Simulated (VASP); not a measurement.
A run of VASP 6.6.1 is set up as follows.

POSCAR

```
CO2
1.0
    4.1925576030      0.0000000000      0.0000000000
    0.0000000000      4.1925576030      0.0000000000
    0.0000000000      0.0000000000      4.6051156164
C O
2 4
Direct
    0.5000000000      0.5000000000      0.5000000000
    0.0000000000      0.0000000000      0.0000000000
    0.3042678660      0.6957321340      0.5000000000
    0.6957321340      0.3042678660      0.5000000000
    0.1957321340      0.1957321340      0.0000000000
    0.8042678660      0.8042678660      0.0000000000
```

File INCAR.step1:

```
PREC     = Accurate       # precision mode
ENCUT    = 520            # plane-wave cutoff, eV
EDIFF    = 1E-5           # SCF threshold, eV
ISMEAR   = 0              # smearing method
SIGMA    = 0.01           # smearing width, eV
LREAL    = F              # projectors in reciprocal space
LASPH    = T              # aspherical terms in the spheres
NELM     = 60             # most SCF steps
ALGO     = Normal         # electronic algorithm
ISIF     = 2              # what is computed and relaxed
LWAVE    = T              # write WAVECAR
LCHARG   = F              # write CHGCAR
NBANDS   = 25             # bands
GGA      = PE             # functional
```

INCAR.step2

```
PREC     = Accurate       # precision mode
ENCUT    = 520            # plane-wave cutoff, eV
EDIFF    = 1E-7           # SCF threshold, eV
ISMEAR   = 0              # smearing method
SIGMA    = 0.01           # smearing width, eV
LREAL    = F              # projectors in reciprocal space
LASPH    = T              # aspherical terms in the spheres
NELM     = 60             # most SCF steps
ALGO     = Normal         # electronic algorithm
ISIF     = 2              # what is computed and relaxed
LWAVE    = F              # write WAVECAR
LCHARG   = F              # write CHGCAR
GGA      = PE             # functional
LHFCALC  = T              # exact exchange
AEXX     = 0.4            # exact-exchange fraction
HFSCREEN = 0.5            # screening, 1/A
PRECFOCK = Fast         
NBANDS   = 25             # bands
ISTART   = 1
```

File KPOINTS:

```
regular mesh
0
Gamma
  4 4 4
```

Potentials or basis: VASP PAW PBE potentials, release 64 (C, O).

The run is started by

```sh
$ cat potpaw_PBE.64/C/POTCAR potpaw_PBE.64/O/POTCAR > POTCAR
$ cp INCAR.step1 INCAR
$ mpirun -np 1 vasp_std > vasp.out
$ cp INCAR.step2 INCAR
$ mpirun -np 1 vasp_std > vasp.out
```

(1) What does it give for the band gap on the k mesh?

(2) Estimate the pressure.

(3) Predict the largest force.

Answers

(1) 8.29 eV (least direct gap 8.82 eV).

(2) 0.1 GPa.

(3) 0.457 eV/Å.

Caveat: this functional lacks dispersion, which holds the molecules together, so the pressure and a relaxed volume are unreliable; the PAW data sets were made with another functional, which shifts forces and pressure a little.
